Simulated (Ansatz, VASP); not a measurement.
## Ag2O: VASP beside Ansatz

The input INCAR:

```
PREC = Accurate
ENCUT = 600
EDIFF = 1E-6
ISMEAR = 0
SIGMA = 0.1
LREAL = F
LASPH = T
NELM = 120
ALGO = Normal
ISIF = 2
LWAVE = F
LCHARG = F
GGA = PE
NBANDS = 37
GGA_COMPAT = F
```

File KPOINTS:

```
regular mesh
0
Gamma
  8 8 8
```

Contents of POSCAR:

```
Ag2O
1.0
    5.1007804187      0.0000000000      0.0000000000
    0.0000000000      5.1007804187      0.0000000000
    0.0000000000      0.0000000000      5.1007804187
Ag O
4 2
Direct
    0.7500000000      0.7500000000      0.7500000000
    0.7500000000      0.2500000000      0.2500000000
    0.2500000000      0.2500000000      0.7500000000
    0.2500000000      0.7500000000      0.2500000000
    0.0000000000      0.0000000000      0.0000000000
    0.5000000000      0.5000000000      0.5000000000
```

Input for Ansatz:

```yaml
crystal:
  lattice:
    - [5.1007804187, 0.0, 0.0]
    - [0.0, 5.1007804187, 0.0]
    - [0.0, 0.0, 5.1007804187]
  atoms:
    - { symbol: Ag, position: [0.75, 0.75, 0.75] }
    - { symbol: Ag, position: [0.75, 0.25, 0.25] }
    - { symbol: Ag, position: [0.25, 0.25, 0.75] }
    - { symbol: Ag, position: [0.25, 0.75, 0.25] }
    - { symbol: O, position: [0.0, 0.0, 0.0] }
    - { symbol: O, position: [0.5, 0.5, 0.5] }
basis:
  ecutwfc: 420
kpoints:
  mp_grid: { grid: [8, 8, 8] }
hamiltonian:
  xc: pbe
scf:
  occupations: { method: gaussian, width: 0.1 }
output:
  forces: true
  stress: true
  eigenvalues: true
```

Change from the starting cell: equal strain along all axes, cell held, atoms relaxed: +6.0 %.

Alike in both runs: task single point; functional PBE; k mesh 8 × 8 × 8; occupations gaussian, width 0.1 eV; no spin polarisation.

|  | VASP | Ansatz |
| --- | --- | --- |
| version | VASP 6.6.1 | Ansatz 0.2.0 |
| potentials or method | VASP PAW PBE potentials, release 64 (Ag, O), cutoff 600 eV | scalar-relativistic, plane waves, PAW |
| valence electrons in the cell | 56 | 88 |

VASP gave:

- gap on the k mesh at the Fermi level (eV): none
- pressure (GPa): -7.9

Q: What did Ansatz give for the same quantities?

A: gap on the k mesh at the Fermi level (eV): none; pressure (GPa): -7.7.

A gap of «none» marks a metal or a gap that the smearing closes. VASP's potentials hold 56 valence electrons a cell and Ansatz's 88, so a difference there can come from the potentials and not from the codes.
